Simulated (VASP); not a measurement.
Wanted: the native input for a VASP 6.6.1 run.

* Task: relaxation of cell and atoms
* Functional: PBEsol
* Potentials or basis: VASP PAW PBE potentials, release 64 (Pt)
* Cutoff: 600 eV
* k mesh: 20 × 20 × 20
* Occupations: fermi-dirac, width 0.05 eV
* Spin: no spin polarisation
* Dipole correction: no
* Further INCAR settings: ALGO = Normal; EDIFF = 1e-06; IBRION = 2; EDIFFG = -0.03; NSW = 60; ISIF = 3

The structure of Pt lies in POSCAR:

```
Pt
1.0
    0.0000000000      1.9609000000      1.9609000000
    1.9609000000      0.0000000000      1.9609000000
    1.9609000000      1.9609000000      0.0000000000
Pt
1
Direct
    0.0000000000      0.0000000000      0.0000000000
```

The input as run:

INCAR

```
PREC     = Accurate       # precision mode
ENCUT    = 600            # plane-wave cutoff, eV
EDIFF    = 1E-6           # SCF threshold, eV
ISMEAR   = -1             # smearing method
SIGMA    = 0.05           # smearing width, eV
LREAL    = False          # projectors in reciprocal space
LASPH    = True           # aspherical terms in the spheres
NELM     = 80             # most SCF steps
ALGO     = Normal         # electronic algorithm
ISIF     = 3              # what is computed and relaxed
LWAVE    = False          # write WAVECAR
LCHARG   = False          # write CHGCAR
GGA      = PS             # functional
IBRION   = 2              # ionic algorithm
NSW      = 60             # ionic steps
EDIFFG   = -0.03          # ionic threshold
```

KPOINTS

```
regular mesh
0
Gamma
  20 20 20
```

Potentials or basis: VASP PAW PBE potentials, release 64 (Pt).

Command:

```console
$ cat potpaw_PBE.64/Pt/POTCAR > POTCAR
$ mpirun -np 1 vasp_std > vasp.out
```

Results of the run:

| Property | Result |
| --- | --- |
| Relaxed volume | 15.02 Å³/atom |
| Relaxed cell | a = 2.770 Å, b = 2.770 Å, c = 2.770 Å, α = 60.00°, β = 60.00°, γ = 60.00° |
| Space group after relaxing (to 0.05 Å) | Fm-3m (No. 225) |
| Energy gained by relaxing | 0.2 meV/atom |
| Ionic steps | 3 |
| Pressure after relaxing | 0.0 GPa |
| Band gap on the k mesh | zero (band 5 reaches 11.68 eV, above the bottom of band 6 at 9.42 eV) |

Caveat: the PAW data sets were made with another functional, which shifts forces and pressure a little; spin-orbit coupling is left out, which moves the levels of the heavy elements.

It took 32 s on 1 thread of Intel Xeon 6975P-C (shared host), peak memory 0.19 GiB.
